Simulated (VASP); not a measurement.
# Ag3PtI: single point with r2SCAN

Ag3PtI:

```
Ag I Pt
1.0
     4.79992    0.00000    0.00000
     0.00000    4.79992    0.00000
     0.00000    0.00000    4.79992
Ag I Pt
3 1 1
Direct
  0.51500 0.39900 0.01600
  0.01600 0.51500 0.39900
  0.39900 0.01600 0.51500
  0.00000 0.00000 0.00000
  0.53600 0.53600 0.53600
```

| Property | Result |
| --- | --- |
| Program | VASP 6.6.1 |
| Task | single point |
| Functional | r2SCAN |
| Potentials or basis | VASP PAW PBE potentials, release 64 (Ag, I, Pt) |
| Cutoff | 520 eV |
| k mesh | 7 × 7 × 7 |
| Occupations | fermi-dirac, width 0.1 eV |
| Spin | no spin polarisation |

```json
{"Pressure": "12.7 GPa", "Largest force": "2.004 eV/Å", "Band gap on the k mesh": "0.38 eV"}
```

Forces in eV/Å, atoms in the order of the input:
```
Ag  -0.181 -0.895  1.783
Ag   1.783 -0.181 -0.895
Ag  -0.895  1.783 -0.181
I   -0.202 -0.202 -0.202
Pt  -0.504 -0.504 -0.504
```

Stress tensor (GPa, compression positive):
```
12.75 -1.85 -1.85
-1.85 12.75 -1.85
-1.85 -1.85 12.75
```

Levels at points of the mesh, in eV from the valence-band top:
```tsv
k point	band 23	band 24	band 25	band 26	band 27	band 28
(0.00, 0.00, 0.00)	-1.26	-0.73	-0.73	3.79	3.79	3.99
```

Wall time 15 min on 1 thread of Intel Xeon 8259CL, with other jobs on the host, peak memory 0.37 GiB.

Caveat: the cell stands under pressure; the PAW data sets were made with another functional, which shifts forces and pressure a little; spin-orbit coupling is left out, which moves the levels of the heavy elements. A k mesh can miss the band edges.
